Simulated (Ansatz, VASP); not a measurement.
# Te: VASP beside Ansatz

File INCAR:

```
PREC     = Accurate       # precision mode
ENCUT    = 520            # plane-wave cutoff, eV
EDIFF    = 1E-7           # SCF threshold, eV
ISMEAR   = -1             # smearing method
SIGMA    = 0.1            # smearing width, eV
LREAL    = F              # projectors in reciprocal space
LASPH    = T              # aspherical terms in the spheres
NELM     = 100            # most SCF steps
ALGO     = Normal         # electronic algorithm
ISIF     = 2              # what is computed and relaxed
LWAVE    = F              # write WAVECAR
LCHARG   = F              # write CHGCAR
GGA      = RE             # functional
NBANDS   = 9              # bands
```

File KPOINTS:

```
regular mesh
0
Gamma
  13 13 13
```

POSCAR

```
Te
1.0
    0.0000000000      2.5276135911      2.5276135911
    2.5276135911      0.0000000000      2.5276135911
    2.5276135911      2.5276135911      0.0000000000
Te
1
Direct
    0.0000000000      0.0000000000      0.0000000000
```

Input for Ansatz:

```yaml
crystal:
  lattice:
    - [0.0, 2.5276135911, 2.5276135911]
    - [2.5276135911, 0.0, 2.5276135911]
    - [2.5276135911, 2.5276135911, 0.0]
  atoms:
    - { symbol: Te, position: [0.0, 0.0, 0.0] }
hamiltonian:
  xc: revpbe
  pseudopotentials:
    kind: paw
    azcp:
      Te: "pseudopotentials/Te.paw.azcp"
basis:
  ecutwfc: 420
  fft_grid_basis: typed
kpoints:
  mp_grid: { grid: [13, 13, 13], shift: [0, 0, 0] }
magnetization:
  spin_polarized: false
scf:
  occupations: { method: fermi_dirac, width: 0.1 }
  lower_state_search: "off"
output:
  stress: true
  write_density: true
  write_potential: true
  elf: true
  volumetric_format: npy
```

Alike in both runs: task single point; functional revPBE; k mesh 13 × 13 × 13; occupations fermi-dirac, width 0.1 eV; no spin polarisation.

|  | VASP | Ansatz |
| --- | --- | --- |
| version | VASP 6.6.1 | Ansatz 0.2.0 |
| potentials or method | VASP PAW PBE potentials, release 64 (Te), cutoff 520 eV | plane waves (420 eV) with PAW, scalar-relativistic |
| valence electrons in the cell | 6 | 16 |

Ansatz gave:

| Property | Result |
| --- | --- |
| pressure (GPa) | -4.2 |

Task: Which values does VASP return?

Result: Pressure (GPa): -4.3.

VASP's potentials were made for PBE, not for revPBE. VASP's potentials hold 6 valence electrons a cell and Ansatz's 16, so a difference there can come from the potentials and not from the codes.

Spin-orbit coupling is off throughout.
